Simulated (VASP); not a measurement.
Wanted: the native input for a VASP 6.6.1 run.

```
Task                   : single point
Functional             : PBE
Potentials or basis    : VASP PAW PBE potentials, release 64 (Ni)
Cutoff                 : 520 eV
k mesh                 : 11 × 11 × 11
Occupations            : fermi-dirac, width 0.05 eV
Spin                   : collinear spin, ferromagnetic start
Starting moments       : [1.0] μB
Dipole correction      : no
Further INCAR settings : ALGO = Normal; EDIFF = 1e-07; NBANDS = 15
```

The structure of Ni lies in POSCAR:

```
Ni
1.0
    0.0000000000      1.7375729330      1.7375729330
    1.7375729330      0.0000000000      1.7375729330
    1.7375729330      1.7375729330      0.0000000000
Ni
1
Direct
    0.0000000000      0.0000000000      0.0000000000
```

The input as run:

INCAR

```
SYSTEM = Ni
PREC = Accurate
ENCUT = 520
EDIFF = 1E-7
ISMEAR = -1
SIGMA = 0.05
LREAL = .False.
LASPH = .True.
NELM = 150
ALGO = Normal
ISIF = 2
LWAVE = .False.
LCHARG = .False.
ISPIN = 2
MAGMOM = 1
LORBIT = 11
LMAXMIX = 4
GGA = PE
NBANDS = 15
```

KPOINTS

```
Automatic mesh
0
Gamma
  11 11 11
  0 0 0
```

Potentials or basis: VASP PAW PBE potentials, release 64 (Ni).

Command:

```console
$ cat potpaw_PBE.64/Ni/POTCAR > POTCAR
$ mpirun -np 1 vasp_std > vasp.out
```

It gave:

```
Pressure                                              : 7.6 GPa
Net moment                                            : 0.57 μB per cell
Site moments                                          : Ni +0.58 μB
Valence electrons inside the program's atomic spheres : Ni 9.38
```

Run time: 30 s on 1 thread of Intel Xeon 8259CL, on a shared host, peak memory 0.13 GiB.
